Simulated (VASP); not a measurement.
Wanted: the native input for a VASP 6.6.1 run.

```yaml
Task: relaxation of cell and atoms
Functional: BLYP
Dispersion: D4
Potentials_or_basis: VASP PAW PBE potentials, release 64 (Si, C)
Cutoff: 600 eV
k_mesh: 10 × 10 × 2
Occupations: fermi-dirac, width 0.05 eV
Spin: no spin polarisation
Dipole_correction: no
Further_INCAR_settings: ALGO = Normal; EDIFF = 1e-07; IBRION = 2; EDIFFG = -0.01; NSW = 60; ISIF = 3
```

The structure of SiC (Moissanite 6H) lies in POSCAR:

```
SiC
1.0
    3.0950000000      0.0000000000      0.0000000000
   -1.5475000000      2.6803486247      0.0000000000
    0.0000000000      0.0000000000     15.1700000000
Si C
6 6
Direct
    0.6666666667      0.3333333333      0.4583000000
    0.3333333333      0.6666666667      0.9583000000
    0.6666666667      0.3333333333      0.7917000000
    0.3333333333      0.6666666667      0.2917000000
    0.0000000000      0.0000000000      0.6250000000
    0.0000000000      0.0000000000      0.1250000000
    0.6666666667      0.3333333333      0.3333000000
    0.3333333333      0.6666666667      0.8333000000
    0.6666666667      0.3333333333      0.6667000000
    0.3333333333      0.6666666667      0.1667000000
    0.0000000000      0.0000000000      0.5000000000
    0.0000000000      0.0000000000      0.0000000000
```

One way to write it, as run:

INCAR

```
SYSTEM = SiC
AGGAC = 1.0 ; AGGAX = 1.0
ALDAC = 0.0 ; ALDAX = 1.0
ALGO = Normal ; EDIFF = 1E-7
EDIFFG = -0.01 ; ENCUT = 600
GGA = B5 ; IBRION = 2
ISIF = 3 ; ISMEAR = -1
IVDW = 13 ; LASPH = .True.
LCHARG = .False. ; LREAL = .False.
LWAVE = .False. ; NELM = 80
NSW = 60 ; PREC = Accurate
SIGMA = 0.05 ; VDW_A1 = 0.44488865
VDW_A2 = 4.0933009 ; VDW_S6 = 1.0
VDW_S8 = 2.34076671
```

KPOINTS

```
k-points
0
Gamma
  10 10 2
  0 0 0
```

Potentials or basis: VASP PAW PBE potentials, release 64 (Si, C).

Launch:

```bash
$ cat potpaw_PBE.64/Si/POTCAR potpaw_PBE.64/C/POTCAR > POTCAR
$ mpirun -np 1 vasp_std > vasp.out
```

Results of the run:

The relaxed volume is 10.32 Å³/atom. The relaxed cell is a = 3.077 Å, b = 3.077 Å, c = 15.106 Å, α = 90.00°, β = 90.00°, γ = 120.00°. The space group after relaxing (to 0.05 Å) is P6_3mc (No. 186) and the energy gained by relaxing is 1.8 meV/atom. The ionic steps are 7, the pressure after relaxing is -0.1 GPa and the largest force after relaxing is 0.009 eV/Å. The band gap on the k mesh is 2.34 eV, indirect (least direct gap 3.43 eV). The dispersion energy per atom is -0.641 eV.

Caveat: the PAW data sets were made with another functional, which shifts forces and pressure a little.

Run time: 11 min on 1 thread of AMD EPYC 9R45 96-Core Processor (Zen 5) (shared host), peak memory 0.33 GiB.
